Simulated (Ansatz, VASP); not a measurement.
## TiSi2 in VASP and in Ansatz

Contents of INCAR:

```
ALGO = Normal
EDIFF = 1E-6
ENCUT = 520
GGA = PE
ISIF = 2
ISMEAR = -1
LASPH = True
LCHARG = False
LDAU = True
LDAUJ = 0 0
LDAUL = 2 -1
LDAUPRINT = 1
LDAUTYPE = 2
LDAUU = 6 0
LMAXMIX = 4
LREAL = False
LWAVE = False
NBANDS = 17
NELM = 150
PREC = Accurate
SIGMA = 0.05
```

KPOINTS

```
k-points
0
Gamma
  7 7 10
```

Contents of POSCAR:

```
TiSi2
1.0
    4.3746400000      0.0000000000      0.0000000000
   -2.1873200000      3.7885500000      0.0000000000
    0.0000000000      0.0000000000      2.5610100000
Ti Si
1 2
Direct
    0.0000000000      0.0000000000      0.0000000000
    0.3333300000      0.6666700000      0.5000000000
    0.6666700000      0.3333300000      0.5000000000
```

Contents of input.yaml:

```yaml
crystal:
  lattice:
    - [4.37464, 0.0, 0.0]
    - [-2.18732, 3.78855, 0.0]
    - [0.0, 0.0, 2.56101]
  atoms:
    - { symbol: Ti, position: [0.0, 0.0, 0.0] }
    - { symbol: Si, position: [0.33333, 0.66667, 0.5] }
    - { symbol: Si, position: [0.66667, 0.33333, 0.5] }
hamiltonian:
  xc: pbe
  pseudopotentials: { kind: paw }
  hubbard: { sites: [{ species: Ti, l: d, u_eff: 6.0 }] }
kpoints:
  mp_grid: { grid: [7, 7, 10] }
  band_path:
    path:
      - [[0.0, 0.0, 0.0], [0.5, 0.0, 0.0], [0.3333333333, 0.3333333333, 0.0], [0.0, 0.0, 0.0], [0.0, 0.0, 0.5], [0.5, 0.0, 0.5], [0.3333333333, 0.3333333333, 0.5], [0.0, 0.0, 0.5]]
      - [[0.5, 0.0, 0.5], [0.5, 0.0, 0.0]]
      - [[0.3333333333, 0.3333333333, 0.0], [0.3333333333, 0.3333333333, 0.5]]
    npoints: 14
scf:
  occupations: { method: fermi_dirac, width: 0.05 }
  n_extra_bands: 7
output:
  forces: true
  stress: true
  eigenvalues: true
  fatbands: false
  write_density: true
  write_potential: true
  elf: true
  volumetric_format: npy
```

Alike in both runs: functional PBE; k mesh 7 × 7 × 10; occupations fermi-dirac, width 0.05 eV; no spin polarisation; Hubbard terms Ti d U = 6.0 eV.

|  | VASP | Ansatz |
| --- | --- | --- |
| version | VASP 6.6.1 | Ansatz 0.2.0 |
| potentials or method | VASP PAW PBE potentials, release 64 (Ti_sv, Si) | Ansatz PAW |
| plane-wave cutoff (eV) | 520 | 420 |
| valence electrons in the cell | 20 | 20 |
| task | single point | band structure |

|  | VASP | Ansatz | Ansatz less VASP |
| --- | --- | --- | --- |
| gap on the k mesh at the Fermi level (eV) | none | none | - |
| pressure (GPa) | 7.3 | 9.4 | +2.06 |
| traceless stress, the component that is largest in VASP (GPa) | -1.91 | -2.89 | -0.983 |

The programs project onto different local orbitals, so the same U acts differently, and such runs can settle in different states. A gap of «none» marks a metal or a gap that the smearing closes.
